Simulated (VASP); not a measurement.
The system is Cu.

```
Cu
1.0
     0.00000    1.83600    1.83600
     1.83600    0.00000    1.83600
     1.83600    1.83600    0.00000
Cu
1
Direct
  0.00000 0.00000 0.00000
```

Base run:

- Program: VASP 6.6.1
- Functional: PBE
- Potentials or basis: VASP PAW PBE potentials, release 64 (Cu)
- Cutoff: 600 eV
- k mesh: 12 × 12 × 12
- Occupations: gaussian, width 0.1 eV
- Spin: no spin polarisation

Its results: pressure -4.0 GPa.

Question: The run is repeated on the same cell with these changes: k mesh from 12 × 12 × 12 to 6 × 6 × 6. What comes out?

Answer: Pressure -2.9 GPa.

Caveats: some runs use coarse meshes.
